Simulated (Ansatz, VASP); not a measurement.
One calculation of SnO, two programs

```xyz
4
Lattice="3.7986 0.0000 0.0000 0.0000 3.7986 0.0000 0.0000 0.0000 4.8408" Properties=species:S:1:pos:R:3 pbc="T T T"
Sn    1.8993    0.0000    1.1737
Sn    0.0000    1.8993    3.6671
O     0.0000    0.0000    0.0000
O     1.8993    1.8993    0.0000
```

Alike in both runs: functional PBE; dispersion D3(BJ); k mesh 10 × 10 × 8; occupations gaussian, width 0.05 eV; no spin polarisation.

Ansatz relaxed the structure, and its values are those at the end. VASP's run is a single point on that final structure, the one shown.

```csv
,VASP,Ansatz
version,VASP 6.6.1,Ansatz 0.2.0
potentials or method,"VASP PAW PBE potentials, release 64 (Sn_d, O_h), cutoff 910 eV","scalar-relativistic, plane waves, PAW"
valence electrons in the cell,40,40
```

|  | VASP | Ansatz | Ansatz less VASP |
| --- | --- | --- | --- |
| gap on the k mesh at the Fermi level (eV) | none | none | - |
| rms of the force components (eV/Å) | 0.031 | 0.000 | -0.0305 |

A gap of «none» marks a metal or a gap that the smearing closes. Ansatz's warnings: stress scf threshold loose.

Noted on VASP's run: the cutoff is short for stress, so the pressure is rough.
